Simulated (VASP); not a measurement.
# Cd2HgSe3 (C2) in VASP: further runs

Runs on Cd2HgSe3. Level: PBE. Tasks: single point.

Program: VASP 6.6.1. These are calculated values, not measurements. Logs are shortened: lines on timing, memory, paths and dates and some standing lists are left out, and cuts for length are marked.

### 1 The cell of the first run

The structure is monoclinic, space group C2 (No. 5). Conventional cell: a = 7.397 Å, b = 4.201 Å, c = 9.904 Å, α = 90.00°, β = 94.50°, γ = 90.00°. Within 3.5 Å of Cd (site symmetry 1) lie 5 Se at 2.64 to 3.46 Å. Hg (site symmetry 2) has 4 Se at 2.53 to 3.21 Å within 3.3 Å. Se (site symmetry 1) has 2 Hg at 2.53 to 3.21 Å and 2 Cd at 2.66 to 2.73 Å within 3.3 Å. Within 3.5 Å of Se (site symmetry 2) lie 4 Cd at 2.64 to 2.77 Å.

### 2 Single point, PBE (volume scaled by 0.94, then relaxed in part)

Contents of INCAR:

```
SYSTEM = Cd2HgSe3
  PREC = Accurate
  ENCUT = 520
  EDIFF = 1E-6
  ISMEAR = 0
  SIGMA = 0.02
  LREAL = .FALSE.
  LASPH = .TRUE.
  NELM = 60
  ALGO = Normal
  ISIF = 2
  LWAVE = .FALSE.
  LCHARG = .FALSE.
  GGA = PE
  NBANDS = 36
```

Contents of KPOINTS:

```
regular mesh
0
G
  8 8 4
  0 0 0
```

Contents of POSCAR:

```
Cd2HgSe3
1.0
    3.6983926636     -2.1004883504      0.0381476334
    3.6983926636      2.1004883504      0.0381476334
   -0.8789465976      0.0000000000      9.8646501347
Cd Hg Se
2 1 3
Direct
    0.3989149482      0.0022253846      0.3339583052
    0.9977746154      0.6010850518      0.6660416948
    0.6765515881      0.3234484119      0.0000000000
    0.4428057706      0.0234819675      0.8249536136
    0.5074350452      0.4925649548      0.5000000000
    0.9765180325      0.5571942294      0.1750463864
```

Potentials or basis: VASP PAW PBE potentials, release 64 (Cd, Hg, Se).

The run is started by

```console
$ cat potpaw_PBE.64/Cd/POTCAR potpaw_PBE.64/Hg/POTCAR potpaw_PBE.64/Se/POTCAR > POTCAR
$ mpirun -np 1 vasp_std > vasp.out
```

OUTCAR:

```text
SYSTEM = Cd2HgSe3
   PREC = Accurate
   ENCUT = 520
   EDIFF = 1E-6
   ISMEAR = 0
   LREAL = .FALSE.
   LASPH = .TRUE.
   NELM = 60
   ISIF = 2
   GGA = PE

 ion  position               nearest neighbor table
   1  0.399  0.002  0.334-   5 2.64   6 2.66   6 2.73   5 2.77
   2  0.998  0.601  0.666-   5 2.64   4 2.66   4 2.73   5 2.77
   3  0.677  0.323  0.000-   4 2.53   6 2.53   4 3.21   6 3.21
   4  0.443  0.023  0.825-   3 2.53   2 2.66   2 2.73   3 3.21
   5  0.507  0.493  0.500-   1 2.64   2 2.64   2 2.77   1 2.77
   6  0.977  0.557  0.175-   3 2.53   1 2.66   1 2.73   3 3.21

  LATTYP: Found a base centered monoclinic cell.
 ALAT       =     7.3971787963
 B/A-ratio  =     0.5679160686
 C/A-ratio  =     1.3388523311
 COS(beta)  =    -0.0784709213

  Lattice vectors:

 A1 = (   3.6983926636,  -2.1004883504,   0.0381476334)
 A2 = (   3.6983926636,   2.1004883504,   0.0381476334)
 A3 = (  -0.8789465976,   0.0000000000,   9.8646501347)

Analysis of symmetry for initial positions (statically):
=====================================================================
 Subroutine PRICEL returns:
 Original cell was already a primitive cell.

 Routine SETGRP: Setting up the symmetry group for a
 base centered monoclinic supercell.

 Subroutine GETGRP returns: Found  2 space group operations
 (whereof  2 operations were pure point group operations)
 out of a pool of  4 trial point group operations.

The static configuration has the point symmetry C_2 .

Analysis of symmetry for dynamics (positions and initial velocities):
=====================================================================
 Subroutine PRICEL returns:
 Original cell was already a primitive cell.

 Routine SETGRP: Setting up the symmetry group for a
 base centered monoclinic supercell.

 Subroutine GETGRP returns: Found  2 space group operations
 (whereof  2 operations were pure point group operations)
 out of a pool of  4 trial point group operations.

The dynamic configuration has the point symmetry C_2 .

 Subroutine INISYM returns: Found  2 space group operations
 (whereof  2 operations are pure point group operations),
 and found     1 'primitive' translations

----------------------------------------------------------------------------------------

                                     Primitive cell

  volume of cell :     153.4066

  direct lattice vectors                    reciprocal lattice vectors
     3.698392664 -2.100488350  0.038147633     0.135069731 -0.238039882  0.012034799
[... 91 lines left out ...]
   LASPH  =      T    aspherical Exc in radial PAW
   ENCUT  =  520.0 eV  38.22 Ry    6.18 a.u.   7.91  7.91 18.41*2*pi/ulx,y,z
   NELM   =     60;   NELMIN=  2; NELMDL= -5     # of ELM steps
   EDIFF  = 0.1E-05   stopping-criterion for ELM
   LREAL  =      F    real-space projection
[... 7 lines left out ...]
   TEBEG  =    0.0;   TEEND  =   0.0 temperature during run
   PSTRESS=    0.0 pullay stress
   NELECT =      54.0000    total number of electrons
   NUPDOWN=      -1.0000    fix difference up-down
   EMIN   =  10.00;   EMAX   =-10.00  energy-range for DOS
   EFERMI =   0.00;   METHOD = LEGACY
   ISMEAR =     0;   SIGMA  =   0.02  broadening in eV -4-tet -1-fermi 0-gaus
   EFERMI_NEDOS =   21; number of points for ismear=-14 and -15
   IALGO  =     38    algorithm
   IMIX   =      4    mixing-type and parameters
     AMIX     =   0.40;   BMIX     =  1.00
     AMIX_MAG =   1.60;   BMIX_MAG =  1.00
  volume/ion in A,a.u.               =      25.57       172.54
  Fermi-wavevector in a.u.,A,eV,Ry     =   1.155912  2.184357 18.179187  1.336133
  Thomas-Fermi vector in A             =   2.292537
   LORBIT       =      0    0 simple, 1 ext, 2 COOP (PROOUT), +10 PAW based schemes
   GGA     = PE    functional components
   LHFCALC =     F    Hartree Fock is set to
   AEXX    =    0.0000 exact exchange contribution
   IVDW    =     0    specifies the selected vdW correction
   LEPSILON=     F    determine dielectric tensor
   LRPA    =     F    only Hartree local field effects (RPA)
 non-spin polarized calculation
 Gauss-broadening in eV      SIGMA  =   0.02
  energy-cutoff  :      520.00
  volume of cell :      153.41
 maximum number of plane-waves:      4160
   NGX = 15   NGY = 15   NGZ = 37

 number of electron      53.9999999 magnetization

 Free energy of the ion-electron system (eV)
  ---------------------------------------------------
  ext. energy  EPLUGINS =         0.00000000
  ---------------------------------------------------
  free energy    TOTEN  =       -14.55751063 eV

  energy without entropy =      -14.55751063  energy(sigma->0) =      -14.55751063

 E-fermi :   1.9382     XC(G=0):  -9.6052

 val. band max:        1.8580762046   @ k =   0.0000   0.0000   0.5000
 cond. band min:       2.5065760775   @ k =   0.0000   0.0000   0.0000
 fundamental gap:      0.6484998729
 Fermi energy:         1.9381556384

 k-point     1 :       0.0000    0.0000    0.0000
  band No.  band energies     occupation
      1     -11.1832      2.00000
      2     -10.5368      2.00000
      3     -10.4379      2.00000
      4      -6.2835      2.00000
      5      -6.1175      2.00000
      6      -6.1093      2.00000
[... 925 lines left out ...]
     35       8.3068      0.00000
     36       8.9813      0.00000

 [... further k-points ...]

------------------------ aborting loop because EDIFF is reached ----------------------------------------

  FORCE on cell =-STRESS in cart. coord.  units (eV):
  Direction    XX          YY          ZZ          XY          YZ          ZX
  --------------------------------------------------------------------------------------
  -------------------------------------------------------------------------------------
  Total        2.2549873      2.1852551      2.2983590      0.0000000      0.0000000      0.1026195
  in kB       23.5510762     22.8227930     24.0040494      0.0000000      0.0000000      1.0717571
  external PRESSURE =      23.4593062 kB  Pullay stress =       0.0000000 kB

 VOLUME and BASIS-vectors are now :
 -----------------------------------------------------------------------------
  energy-cutoff  :      520.00
  volume of cell :      153.41
      direct lattice vectors                 reciprocal lattice vectors
     3.698392664 -2.100488350  0.038147633     0.135069731 -0.238039882  0.012034799
     3.698392664  2.100488350  0.038147633     0.135069731  0.238039882  0.012034799
    -0.878946598  0.000000000  9.864650135    -0.001044658  0.000000000  0.101278990

 POSITION                                       TOTAL-FORCE (eV/Angst)
 -----------------------------------------------------------------------------------
      1.19004     -0.83324      3.30968        -0.000709      0.000245      0.000079
      5.32780     -0.83324      6.63126         0.000709      0.000245     -0.000079
      3.69839     -0.74169      0.03815         0.000000      0.005278     -0.000000
      0.99942     -0.88078      8.15567        -0.047696      0.007420     -0.015279
      3.25892     -0.03123      4.97047         0.000000     -0.020608      0.000000
      5.51841     -0.88078      1.78528         0.047696      0.007420      0.015279
 -----------------------------------------------------------------------------------
    total drift:                               -0.000000      0.001072     -0.000000

  FREE ENERGIE OF THE ION-ELECTRON SYSTEM (eV)
  ---------------------------------------------------
  free  energy   TOTEN  =       -14.5575106255 eV

  energy  without entropy=      -14.5575106255  energy(sigma->0) =      -14.55751063
```

Wall time 2.6 min (1 thread of Intel Xeon 6975P-C (Granite Rapids), shared host); peak memory 0.54 GiB.

What came out:

```yaml
Free_energy: -14.5575 eV
Pressure: 2.3 GPa
Largest_force: 0.051 eV/Å
Band_gap_on_the_k_mesh: 0.65 eV, indirect (least direct gap 0.80 eV)
```

Forces on the atoms (eV/Å):
```
Cd  -0.001  0.000  0.000
Cd   0.001  0.000  0.000
Hg   0.000  0.005  0.000
Se  -0.048  0.007 -0.015
Se   0.000 -0.021  0.000
Se   0.048  0.007  0.015
```

Levels at points of the mesh, in eV from the valence-band top:
```tsv
k point	band 24	band 25	band 26	band 27	band 28	band 29	band 30	band 31
(0.00, 0.00, 0.00)	-0.67	-0.40	-0.29	-0.15	0.65	2.82	3.01	4.83
(0.50, 0.00, 0.00)	-1.76	-1.38	-1.06	-0.83	1.50	2.58	3.02	3.42
(0.50, 0.50, 0.00)	-1.66	-1.43	-0.84	-0.57	1.19	2.52	3.09	3.84
(0.00, 0.00, 0.50)	-0.64	-0.35	-0.24	0.00	1.79	2.02	2.94	4.68
(0.50, 0.00, 0.50)	-1.60	-1.51	-0.87	-0.75	1.61	2.33	3.01	4.01
(0.50, 0.50, 0.50)	-1.46	-1.34	-0.77	-0.66	1.61	2.04	3.49	3.98
```

Caveat: spin-orbit coupling is left out, which moves the levels of the heavy elements. A k mesh can miss the band edges.

[end of part 1 of 2]
